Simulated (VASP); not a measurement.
# Al2O3 (R-3c) in VASP: settings compared

Aim: see how the results for Al2O3 move with the level of theory and the settings. Levels: LDA, PBEsol, r2SCAN. Tasks: electric field gradients.

All numbers are computed with VASP 6.6.1; they aren't measurements. Logs are shortened: lines on timing, memory, paths and dates and some standing lists are left out, and cuts for length are marked.

## Step 1: The cell of the first run

It takes space group R-3c (No. 167, trigonal). Conventional cell: a = 4.760 Å, b = 4.760 Å, c = 12.996 Å, α = 90.00°, β = 90.00°, γ = 120.00°. Al (site symmetry 3) has 6 O at 1.86 to 1.97 Å within 2.5 Å. Within 2.9 Å of O (site symmetry 2) lie 4 Al at 1.86 to 1.97 Å and 12 O at 2.53 to 2.87 Å.

## Step 2: Electric field gradients, LDA

INCAR

```
SYSTEM = Al2O3
ALGO = Normal
EDIFF = 1E-8
ENCUT = 520
GGA = CA
ISIF = 2
ISMEAR = -1
LASPH = .True.
LCHARG = .False.
LEFG = .True.
LREAL = .False.
LWAVE = .False.
NBANDS = 35
NELM = 100
PREC = Accurate
SIGMA = 0.02
```

KPOINTS

```
k-points
0
Gamma
  8 8 8
  0 0 0
```

POSCAR

```
Al2O3
1.0
    2.3802500000      1.3742379782      4.3318666667
   -2.3802500000      1.3742379782      4.3318666667
    0.0000000000     -2.7484759565      4.3318666667
Al O
4 6
Direct
    0.3520823946      0.3520823946      0.3520823946
    0.1479176054      0.1479176054      0.1479176054
    0.6479176054      0.6479176054      0.6479176054
    0.8520823946      0.8520823946      0.8520823946
    0.5564629985      0.9435370015      0.2500000000
    0.2500000000      0.5564629985      0.9435370015
    0.9435370015      0.2500000000      0.5564629985
    0.4435370015      0.0564629985      0.7500000000
    0.7500000000      0.4435370015      0.0564629985
    0.0564629985      0.7500000000      0.4435370015
```

Potentials or basis: VASP PAW LDA potentials, release 64 (Al, O).

Started as:

```bash
$ cat potpaw_LDA.64/Al/POTCAR potpaw_LDA.64/O/POTCAR > POTCAR
$ mpirun -np 1 vasp_std > vasp.out
```

OUTCAR:

```text
SYSTEM = Al2O3
   EDIFF = 1E-8
   ENCUT = 520
   GGA = CA
   ISIF = 2
   ISMEAR = -1
   LASPH = .True.
   LREAL = .False.
   NELM = 100
   PREC = Accurate

 ion  position               nearest neighbor table
   1  0.352  0.352  0.352-   9 1.86  10 1.86   8 1.86   7 1.97   5 1.97   6 1.97   2 2.65   3 2.79
                             3 2.79   3 2.79   2 3.22   2 3.22   2 3.22
   2  0.148  0.148  0.148-  10 1.86   9 1.86   8 1.86   6 1.97   5 1.97   7 1.97   1 2.65   4 2.79
                             4 2.79   4 2.79   1 3.22   1 3.22   1 3.22
   3  0.648  0.648  0.648-   6 1.86   7 1.86   5 1.86  10 1.97   8 1.97   9 1.97   4 2.65   1 2.79
                             1 2.79   1 2.79   4 3.22   4 3.22   4 3.22
   4  0.852  0.852  0.852-   7 1.86   6 1.86   5 1.86   9 1.97   8 1.97  10 1.97   3 2.65   2 2.79
                             2 2.79   2 2.79   3 3.22   3 3.22   3 3.22
   5  0.556  0.944  0.250-   3 1.86   4 1.86   2 1.97   1 1.97
   6  0.250  0.556  0.944-   3 1.86   4 1.86   2 1.97   1 1.97
   7  0.944  0.250  0.556-   4 1.86   3 1.86   1 1.97   2 1.97
   8  0.444  0.056  0.750-   1 1.86   2 1.86   3 1.97   4 1.97
   9  0.750  0.444  0.056-   1 1.86   2 1.86   4 1.97   3 1.97
  10  0.056  0.750  0.444-   2 1.86   1 1.86   3 1.97   4 1.97

  LATTYP: Found a trigonal (rhomboedric) cell.
 ALAT       =     5.1302230849
 COS(alpha) =     0.5694707703

  Lattice vectors:

 A1 = (   2.3802500000,   1.3742379782,   4.3318666667)
 A2 = (  -2.3802500000,   1.3742379782,   4.3318666667)
 A3 = (   0.0000000000,  -2.7484759565,   4.3318666667)

Analysis of symmetry for initial positions (statically):
=====================================================================
 Subroutine PRICEL returns:
 Original cell was already a primitive cell.

 Routine SETGRP: Setting up the symmetry group for a
 trigonal (rhombohedral) supercell.

 Subroutine GETGRP returns: Found 12 space group operations
 (whereof  6 operations were pure point group operations)
 out of a pool of 12 trial point group operations.

The static configuration has the point symmetry S_6 .
 The point group associated with its full space group is D_3d.

Analysis of symmetry for dynamics (positions and initial velocities):
=====================================================================
 Subroutine PRICEL returns:
 Original cell was already a primitive cell.

 Routine SETGRP: Setting up the symmetry group for a
 trigonal (rhombohedral) supercell.

 Subroutine GETGRP returns: Found 12 space group operations
 (whereof  6 operations were pure point group operations)
 out of a pool of 12 trial point group operations.

The dynamic configuration has the point symmetry S_6 .
 The point group associated with its full space group is D_3d.

 Subroutine INISYM returns: Found 12 space group operations
 (whereof  6 operations are pure point group operations),
 and found     1 'primitive' translations

----------------------------------------------------------------------------------------

                                     Primitive cell

  volume of cell :      85.0180

  direct lattice vectors                    reciprocal lattice vectors
     2.380250000  1.374237978  4.331866667     0.210061968  0.121279334  0.076949121
    -2.380250000  1.374237978  4.331866667    -0.210061968  0.121279334  0.076949121
     0.000000000 -2.748475957  4.331866667     0.000000000 -0.242558668  0.076949121

  length of vectors
     5.130223085  5.130223085  5.130223085     0.254471756  0.254471756  0.254471756

  position of ions in fractional coordinates (direct lattice)
     0.352082395  0.352082395  0.352082395
     0.147917605  0.147917605  0.147917605
     0.647917605  0.647917605  0.647917605
     0.852082395  0.852082395  0.852082395
     0.556462999  0.943537001  0.250000000
     0.250000000  0.556462999  0.943537001
     0.943537001  0.250000000  0.556462999
     0.443537001  0.056462999  0.750000000
     0.750000000  0.443537001  0.056462999
     0.056462999  0.750000000  0.443537001

  ion indices of the primitive-cell ions
   primitive index   ion index
                 1           1
                 2           2
                 3           3
[... 98 lines left out ...]
     AMIX     =   0.40;   BMIX     =  1.00
     AMIX_MAG =   1.60;   BMIX_MAG =  1.00
  volume/ion in A,a.u.               =       8.50        57.37
  Fermi-wavevector in a.u.,A,eV,Ry     =   1.353064  2.556920 24.909299  1.830782
  Thomas-Fermi vector in A             =   2.480350
   LORBIT       =      0    0 simple, 1 ext, 2 COOP (PROOUT), +10 PAW based schemes
   GGA     = CA    functional components
   LHFCALC =     F    Hartree Fock is set to
   AEXX    =    0.0000 exact exchange contribution
   IVDW    =     0    specifies the selected vdW correction
   LEPSILON=     F    determine dielectric tensor
   LRPA    =     F    only Hartree local field effects (RPA)
 non-spin polarized calculation
  energy-cutoff  :      520.00
  volume of cell :       85.02
 maximum number of plane-waves:      2308
 NGX is ok and might be reduce to    40
   NGX = 19   NGY = 19   NGZ = 19

 number of electron      48.0000014 magnetization

 Free energy of the ion-electron system (eV)
  ---------------------------------------------------
  ext. energy  EPLUGINS =         0.00000000
  ---------------------------------------------------
  free energy    TOTEN  =       -83.08437201 eV

  energy without entropy =      -83.08437201  energy(sigma->0) =      -83.08437201

 E-fermi :   6.3290     XC(G=0): -12.1647

 val. band max:        5.8248203207   @ k =   0.0000   0.0000   0.0000
 cond. band min:      11.9967320711   @ k =   0.0000   0.0000   0.0000
 fundamental gap:      6.1719117504
 Fermi energy:         6.3289511088

 k-point     1 :       0.0000    0.0000    0.0000
  band No.  band energies     occupation
      1     -13.1942      2.00000
      2     -10.7651      2.00000
      3     -10.4690      2.00000
      4     -10.4690      2.00000
      5     -10.1410      2.00000
      6     -10.1410      2.00000
[... 901 lines left out ...]
     34      18.8357      0.00000
     35      19.3987      0.00000

 [... further k-points ...]

------------------------ aborting loop because EDIFF is reached ----------------------------------------

  FORCE on cell =-STRESS in cart. coord.  units (eV):
  Direction    XX          YY          ZZ          XY          YZ          ZX
  --------------------------------------------------------------------------------------
  -------------------------------------------------------------------------------------
  Total       -2.3289230     -2.3289230     -2.5287084      0.0000000      0.0000000      0.0000000
  in kB      -43.8889168    -43.8889168    -47.6539040      0.0000000      0.0000000      0.0000000
  external PRESSURE =     -45.1439125 kB  Pullay stress =       0.0000000 kB

 VOLUME and BASIS-vectors are now :
 -----------------------------------------------------------------------------
  energy-cutoff  :      520.00
  volume of cell :       85.02
      direct lattice vectors                 reciprocal lattice vectors
     2.380250000  1.374237978  4.331866667     0.210061968  0.121279334  0.076949121
    -2.380250000  1.374237978  4.331866667    -0.210061968  0.121279334  0.076949121
     0.000000000 -2.748475957  4.331866667     0.000000000 -0.242558668  0.076949121

 POSITION                                       TOTAL-FORCE (eV/Angst)
 -----------------------------------------------------------------------------------
      0.00000     -0.00000      4.57552        -0.000000      0.000000     -0.036486
      0.00000     -0.00000      1.92228        -0.000000     -0.000000      0.036486
      0.00000     -0.00000      8.42008        -0.000000     -0.000000      0.036486
      0.00000     -0.00000     11.07332        -0.000000      0.000000     -0.036486
     -0.92133      1.37424      7.58077        -0.098108      0.000000      0.000000
     -0.72946     -1.48502      7.58077         0.049054     -0.084964      0.000000
      1.65079      0.11078      7.58077         0.049054      0.084964      0.000000
      0.92133     -1.37424      5.41483         0.098108      0.000000      0.000000
      0.72946      1.48502      5.41483        -0.049054      0.084964      0.000000
     -1.65079     -0.11078      5.41483        -0.049054     -0.084964      0.000000
 -----------------------------------------------------------------------------------
    total drift:                                0.000000     -0.000000      0.000000

  FREE ENERGIE OF THE ION-ELECTRON SYSTEM (eV)
  ---------------------------------------------------
  free  energy   TOTEN  =       -83.0843720130 eV

  energy  without entropy=      -83.0843720130  energy(sigma->0) =      -83.08437201

 Electric field gradients (V/A^2)
---------------------------------------------------------------------
 ion       V_xx      V_yy      V_zz      V_xy      V_xz      V_yz
---------------------------------------------------------------------
   1      -3.203    -3.203     6.406     0.000     0.000     0.000
   2      -3.203    -3.203     6.406    -0.000    -0.000     0.000
   3      -3.203    -3.203     6.406     0.000     0.000     0.000
   4      -3.203    -3.203     6.406    -0.000    -0.000     0.000
   5       9.001    -5.936    -3.064     0.000     0.000   -31.738
   6      -2.202     5.266    -3.064    -6.468    27.486    15.869
   7      -2.202     5.266    -3.064     6.468   -27.486    15.869
   8       9.001    -5.936    -3.064    -0.000     0.000   -31.738
   9      -2.202     5.266    -3.064    -6.468    27.486    15.869
  10      -2.202     5.266    -3.064     6.468   -27.486    15.869
---------------------------------------------------------------------

 Electric field gradients after diagonalization (V/A^2)
 (convention: |V_zz| > |V_xx| > |V_yy|)
----------------------------------------------------------------------
 ion       V_xx      V_yy      V_zz     asymmetry (V_yy - V_xx)/ V_zz
----------------------------------------------------------------------
   1      -3.203    -3.203     6.406       0.000
   2      -3.203    -3.203     6.406       0.000
   3      -3.203    -3.203     6.406       0.000
   4      -3.203    -3.203     6.406       0.000
   5      27.270     9.001   -36.271       0.504
   6      27.270     9.001   -36.271       0.504
   7      27.270     9.001   -36.271       0.504
   8      27.270     9.001   -36.271       0.504
   9      27.270     9.001   -36.271       0.504
  10      27.270     9.001   -36.271       0.504
----------------------------------------------------------------------

           NMR quadrupolar parameters

 Cq : quadrupolar parameter    Cq=e*Q*V_zz/h
 eta: asymmetry parameters     (V_yy - V_xx)/ V_zz
 Q  : nuclear electric quadrupole moment in mb (millibarn)
----------------------------------------------------------------------
 ion       Cq(MHz)       eta       Q (mb)
----------------------------------------------------------------------
   1       0.015       0.000       1.000
   2       0.015       0.000       1.000
   3       0.015       0.000       1.000
   4       0.015       0.000       1.000
   5      -0.088       0.504       1.000
   6      -0.088       0.504       1.000
   7      -0.088       0.504       1.000
   8      -0.088       0.504       1.000
   9      -0.088       0.504       1.000
  10      -0.088       0.504       1.000
----------------------------------------------------------------------
```

It took 2.9 min on 1 thread of Intel Xeon Platinum 8488C (Sapphire Rapids), shared host; peak memory 0.27 GiB.

Results:

```
Free energy                             : -83.0844 eV
Pressure                                : -4.5 GPa
Largest force                           : 0.098 eV/Å
Band gap on the k mesh                  : 6.17 eV
Largest electric field gradient by atom : Al +6.4; O -36.3 V/Å²
```

Forces in eV/Å, atoms in the order of the input:
```
Al   0.000  0.000 -0.036
Al   0.000  0.000  0.036
Al   0.000  0.000  0.036
Al   0.000  0.000 -0.036
O   -0.098  0.000  0.000
O    0.049 -0.085  0.000
O    0.049  0.085  0.000
O    0.098  0.000  0.000
O   -0.049  0.085  0.000
O   -0.049 -0.085  0.000
```

Stress tensor (GPa, compression positive):
```
-4.39  0.00  0.00
 0.00 -4.39  0.00
 0.00  0.00 -4.77
```

Electric field gradients, principal values (V/Å²):
| atom | least | middle | greatest (by size) |
| --- | --- | --- | --- |
| 1 Al | -3.203 | -3.203 | 6.406 |
| 2 Al | -3.203 | -3.203 | 6.406 |
| 3 Al | -3.203 | -3.203 | 6.406 |
| 4 Al | -3.203 | -3.203 | 6.406 |
| 5 O | 9.001 | 27.270 | -36.271 |
| 6 O | 9.001 | 27.270 | -36.271 |
| 7 O | 9.001 | 27.270 | -36.271 |
| 8 O | 9.001 | 27.270 | -36.271 |
| 9 O | 9.001 | 27.270 | -36.271 |
| 10 O | 9.001 | 27.270 | -36.271 |

Caveat: the cell stands under tension; without QUAD_EFG the Cq values of the log hold for a quadrupole moment of 1 mb, not for the nuclei. A k mesh can miss the band edges.

[end of part 1 of 2]
